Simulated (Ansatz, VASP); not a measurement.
Two plane-wave programs on CuI

INCAR

```
  PREC = Accurate
  ENCUT = 520
  EDIFF = 1E-7
  ISMEAR = -1
  SIGMA = 0.02
  LREAL = False
  LASPH = True
  NELM = 60
  ALGO = Normal
  ISIF = 2
  LWAVE = False
  LCHARG = False
  GGA = PE
  NBANDS = 26
```

KPOINTS

```
Automatic mesh
0
Gamma
  6 6 4
```

Contents of POSCAR:

```
CuI
1.0
    4.3755374598      0.0000000000      0.0000000000
   -2.1877687299      3.7893265954      0.0000000000
    0.0000000000      0.0000000000      7.2537939909
Cu I
2 2
Direct
    0.3333333333      0.6666666667      0.2500000000
    0.6666666667      0.3333333333      0.7500000000
    0.6666666667      0.3333333333      0.2500000000
    0.3333333333      0.6666666667      0.7500000000
```

Input for Ansatz:

```yaml
crystal:
  lattice:
    - [4.3755374598, 0.0, 0.0]
    - [-2.1877687299, 3.7893265954, 0.0]
    - [0.0, 0.0, 7.2537939909]
  atoms:
    - { symbol: Cu, position: [0.3333333333, 0.6666666667, 0.25] }
    - { symbol: Cu, position: [0.6666666667, 0.3333333333, 0.75] }
    - { symbol: I, position: [0.6666666667, 0.3333333333, 0.25] }
    - { symbol: I, position: [0.3333333333, 0.6666666667, 0.75] }
kpoints:
  mp_grid: { grid: [6, 6, 4] }
  band_path:
    path:
      - [[0.0, 0.0, 0.0], [0.5, 0.0, 0.0], [0.333333333333, 0.333333333333, 0.0], [0.0, 0.0, 0.0], [0.0, 0.0, 0.5], [0.5, 0.0, 0.5], [0.333333333333, 0.333333333333, 0.5], [0.0, 0.0, 0.5]]
      - [[0.5, 0.0, 0.5], [0.5, 0.0, 0.0]]
      - [[0.333333333333, 0.333333333333, 0.5], [0.333333333333, 0.333333333333, 0.0]]
    npoints: 10
hamiltonian:
  xc: pbe
scf:
  occupations: { method: fermi_dirac, width: 0.02 }
  n_extra_bands: 5
output:
  forces: true
  stress: true
  eigenvalues: true
```

Alike in both runs: task single point; functional PBE; k mesh 6 × 6 × 4; occupations fermi-dirac, width 0.02 eV; no spin polarisation.

```csv
,VASP,Ansatz
version,VASP 6.6.1,Ansatz 0.2.0
potentials or method,"VASP PAW PBE potentials, release 64 (Cu, I)","plane waves, PAW"
plane-wave cutoff (eV),520,420
valence electrons in the cell,36,72
```

```tsv
	VASP	Ansatz	Ansatz less VASP
gap on the k mesh at the Fermi level (eV)	1.23	1.21	-0.017
pressure (GPa)	1.1	1.1	-0.02
traceless stress, the component that is largest in VASP (GPa)	-0.36	-0.33	+0.038
```

VASP's potentials hold 36 valence electrons a cell and Ansatz's 72, so a difference there can come from the potentials and not from the codes.

Neither program's run includes spin-orbit coupling.
